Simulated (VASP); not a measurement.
# GePt in VASP: a series of runs, part 2 of 3

VASP 6.6.1.

**3. Single point, PBE**

This run uses another cell than the first one, of 21.62 Å³/atom.

INCAR

```
  ALGO = Normal
  EDIFF = 1E-7
  ENCUT = 520
  GGA = PE
  ISIF = 2
  ISMEAR = 0
  LASPH = T
  LCHARG = F
  LREAL = F
  LWAVE = F
  NBANDS = 19
  NELM = 60
  PREC = Accurate
  SIGMA = 0.1
```

KPOINTS

```
k-points
0
Gamma
  6 6 4
```

POSCAR

```
GePt
1.0
    1.7600176500     -2.8855881200      0.0000000000
    1.7600176500      2.8855881200      0.0000000000
    0.0000000000      0.0000000000      4.2569580000
Ge Pt
1 1
Direct
    0.5000000000      0.5000000000      0.0000000000
    0.5000000000      0.5000000000      0.5000000000
```

Potentials or basis: VASP PAW PBE potentials, release 64 (Ge_d, Pt).

Run with:

```console
$ cat potpaw_PBE.64/Ge_d/POTCAR potpaw_PBE.64/Pt/POTCAR > POTCAR
$ mpirun -np 1 vasp_std > vasp.out
```

OUTCAR:

```text
EDIFF = 1E-7
   ENCUT = 520
   GGA = PE
   ISIF = 2
   ISMEAR = 0
   LASPH = T
   LREAL = F
   NELM = 60
   PREC = Accurate

 ion  position               nearest neighbor table
   1  0.500  0.500  0.000-   2 2.13   2 2.13
   2  0.500  0.500  0.500-   1 2.13   1 2.13

  LATTYP: Found a base centered orthorhombic cell.
 ALAT       =     3.5200353000
 B/A-ratio  =     1.6395222627
 C/A-ratio  =     1.2093509403

  Lattice vectors:

 A1 = (   1.7600176500,  -2.8855881200,   0.0000000000)
 A2 = (   1.7600176500,   2.8855881200,   0.0000000000)
 A3 = (   0.0000000000,   0.0000000000,   4.2569580000)

Analysis of symmetry for initial positions (statically):
=====================================================================
 Subroutine PRICEL returns:
 Original cell was already a primitive cell.

 Routine SETGRP: Setting up the symmetry group for a
 base centered orthorhombic supercell.

 Subroutine GETGRP returns: Found  8 space group operations
 (whereof  8 operations were pure point group operations)
 out of a pool of  8 trial point group operations.

The static configuration has the point symmetry D_2h.

Analysis of symmetry for dynamics (positions and initial velocities):
=====================================================================
 Subroutine PRICEL returns:
 Original cell was already a primitive cell.

 Routine SETGRP: Setting up the symmetry group for a
 base centered orthorhombic supercell.

 Subroutine GETGRP returns: Found  8 space group operations
 (whereof  8 operations were pure point group operations)
 out of a pool of  8 trial point group operations.

The dynamic configuration has the point symmetry D_2h.

 Subroutine INISYM returns: Found  8 space group operations
 (whereof  8 operations are pure point group operations),
 and found     1 'primitive' translations

[... 111 lines left out ...]
   IALGO  =     38    algorithm
   IMIX   =      4    mixing-type and parameters
     AMIX     =   0.40;   BMIX     =  1.00
     AMIX_MAG =   1.60;   BMIX_MAG =  1.00
  volume/ion in A,a.u.               =      21.62       145.90
  Fermi-wavevector in a.u.,A,eV,Ry     =   1.345401  2.542439 24.627949  1.810103
  Thomas-Fermi vector in A             =   2.473317
   LORBIT       =      0    0 simple, 1 ext, 2 COOP (PROOUT), +10 PAW based schemes
   GGA     = PE    functional components
   LHFCALC =     F    Hartree Fock is set to
   AEXX    =    0.0000 exact exchange contribution
   IVDW    =     0    specifies the selected vdW correction
   LEPSILON=     F    determine dielectric tensor
   LRPA    =     F    only Hartree local field effects (RPA)
 non-spin polarized calculation
 Gauss-broadening in eV      SIGMA  =   0.10
  energy-cutoff  :      520.00
  volume of cell :       43.24
 maximum number of plane-waves:      1188
 NGX is ok and might be reduce to    28
   NGX = 13   NGY = 13   NGZ = 15

 number of electron      23.9999997 magnetization

 Free energy of the ion-electron system (eV)
  ---------------------------------------------------
  ext. energy  EPLUGINS =         0.00000000
  ---------------------------------------------------
  free energy    TOTEN  =        -8.60886736 eV

  energy without entropy =       -8.60405607  energy(sigma->0) =       -8.60646172

 E-fermi :   5.8431     XC(G=0): -10.7134

 val. band max:        5.8080851841   @ k =   0.3333   0.3333   0.2500
 cond. band min:       5.8761876662   @ k =   0.3333  -0.0000   0.0000
 fundamental gap:      0.0681024821
 Fermi energy:         5.8430599743

 k-point     1 :       0.0000    0.0000    0.0000
  band No.  band energies     occupation
      1     -19.4270      2.00000
      2     -19.2938      2.00000
      3     -19.2860      2.00000
      4     -19.2410      2.00000
      5     -19.2340      2.00000
      6      -5.9358      2.00000
[... 505 lines left out ...]
      6      -3.5849      2.00000
[... 11 lines left out ...]
     18      15.7934      0.00000
     19      18.6156      0.00000

 [... further k-points ...]

------------------------ aborting loop because EDIFF is reached ----------------------------------------

  FORCE on cell =-STRESS in cart. coord.  units (eV):
  Direction    XX          YY          ZZ          XY          YZ          ZX
  --------------------------------------------------------------------------------------
  -------------------------------------------------------------------------------------
  Total       -2.3148594     -2.6905004     21.3265199      0.0000000      0.0000000      0.0000000
  in kB      -85.7737660    -99.6925999    790.2233342      0.0000000      0.0000000      0.0000000
  external PRESSURE =     201.5856561 kB  Pullay stress =       0.0000000 kB

 VOLUME and BASIS-vectors are now :
 -----------------------------------------------------------------------------
  energy-cutoff  :      520.00
  volume of cell :       43.24
      direct lattice vectors                 reciprocal lattice vectors
     1.760017650 -2.885588120  0.000000000     0.284088060 -0.173274902  0.000000000
     1.760017650  2.885588120  0.000000000     0.284088060  0.173274902  0.000000000
     0.000000000  0.000000000  4.256958000     0.000000000  0.000000000  0.234909529

 POSITION                                       TOTAL-FORCE (eV/Angst)
 -----------------------------------------------------------------------------------
      1.76002      0.00000      0.00000         0.000000     -0.000000      0.000000
      1.76002      0.00000      2.12848        -0.000000      0.000000      0.000000
 -----------------------------------------------------------------------------------
    total drift:                                0.000000      0.000000     -0.000000

  FREE ENERGIE OF THE ION-ELECTRON SYSTEM (eV)
  ---------------------------------------------------
  free  energy   TOTEN  =        -8.6088673597 eV

  energy  without entropy=       -8.6040560745  energy(sigma->0) =       -8.60646172
```

OSZICAR:

```text
N       E                     dE             d eps       ncg     rms          rms(c)
DAV:   1     0.177961733512E+03    0.17796E+03   -0.12260E+04  1668   0.282E+03
DAV:   2     0.110899440761E+02   -0.16687E+03   -0.15834E+03  1531   0.578E+02
DAV:   3    -0.837764206300E+01   -0.19468E+02   -0.19264E+02  1663   0.116E+02
DAV:   4    -0.889642953182E+01   -0.51879E+00   -0.51846E+00  1709   0.193E+01
DAV:   5    -0.890627595211E+01   -0.98464E-02   -0.98458E-02  1696   0.296E+00    0.101E+01
DAV:   6    -0.869413338683E+01    0.21214E+00   -0.48730E-01  1662   0.458E+00    0.522E+00
DAV:   7    -0.862074839018E+01    0.73385E-01   -0.14475E-01  1933   0.277E+00    0.220E+00
DAV:   8    -0.860908042082E+01    0.11668E-01   -0.41584E-02  1662   0.154E+00    0.347E-01
DAV:   9    -0.860887362522E+01    0.20680E-03   -0.21245E-03  1889   0.487E-01    0.445E-02
DAV:  10    -0.860886630081E+01    0.73244E-05   -0.60121E-05  2012   0.106E-01    0.188E-02
DAV:  11    -0.860886690174E+01   -0.60093E-06   -0.90497E-06  2028   0.480E-02    0.573E-03
DAV:  12    -0.860886735081E+01   -0.44907E-06   -0.83224E-07  1952   0.139E-02    0.159E-03
DAV:  13    -0.860886735971E+01   -0.89021E-08   -0.37934E-08   992   0.277E-03
   1 F= -.86088674E+01 E0= -.86064617E+01  d E =-.481129E-02
```

stdout:

```text
POSCAR found type information on POSCAR GePt
 POSCAR found :  2 types and       2 ions
 scaLAPACK will be used
 LDA part: xc-table for (Slater+PW92), standard interpolation
 POSCAR, INCAR and KPOINTS ok, starting setup
 FFT: planning ... GRIDC
 FFT: planning ... GRID_SOFT
 FFT: planning ... GRID
 WAVECAR not read
 entering main loop
```

It took 18 s on 1 thread of Intel Xeon 6975P-C (Granite Rapids), shared host; peak memory 0.18 GiB.

What came out:

```yaml
Free_energy: -8.6089 eV
Pressure: 20.2 GPa
Band_gap_on_the_k_mesh: zero (bands 12 and 13 overlap by 1.44 eV)
```

Stress tensor (GPa, compression positive):
```
-8.58  0.00  0.00
 0.00 -9.97  0.00
 0.00  0.00 79.02
```

Caveat: the k points lie up to 0.37 Å⁻¹ apart, too coarse for converged energies and pressures of a metal; spin-orbit coupling is left out, which moves the levels of the heavy elements.

[end of part 2 of 3]
